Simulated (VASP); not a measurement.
Input of a VASP 6.6.1 run:

The input INCAR:

```
SYSTEM = Tc
PREC     = Accurate       ! precision mode
ENCUT    = 520            ! plane-wave cutoff, eV
EDIFF    = 1E-6           ! SCF threshold, eV
ISMEAR   = 0              ! smearing method
SIGMA    = 0.05           ! smearing width, eV
LREAL    = .False.        ! projectors in reciprocal space
LASPH    = .True.         ! aspherical terms in the spheres
NELM     = 80             ! most SCF steps
ALGO     = Fast           ! electronic algorithm
ISIF     = 2              ! what is computed and relaxed
LWAVE    = .False.        ! write WAVECAR
LCHARG   = .False.        ! write CHGCAR
GGA      = PE             ! functional
NBANDS   = 20             ! bands
```

KPOINTS

```
Automatic mesh
0
Gamma
  15 15 8
  0 0 0
```

Contents of POSCAR:

```
Tc
1.0
    2.7400000000      0.0000000000      0.0000000000
   -1.3700000000      2.3729096064      0.0000000000
    0.0000000000      0.0000000000      4.3980000000
Tc
2
Direct
    0.3333333333      0.6666666667      0.2500000000
    0.6709389415      0.3521608666      0.7539747848
```

Potentials or basis: VASP PAW PBE potentials, release 64 (Tc_pv).

The run is started by

```console
$ cat potpaw_PBE.64/Tc_pv/POTCAR > POTCAR
$ mpirun -np 1 vasp_std > vasp.out
```

(1) What does it give for the largest force?

(2) Estimate the pressure.

(3) What does it give for the band gap on the k mesh?

Results:

(1) 0.145 eV/Å.

(2) 2.3 GPa.

(3) zero (band 13 reaches 14.41 eV, above the bottom of band 14 at 11.02 eV).
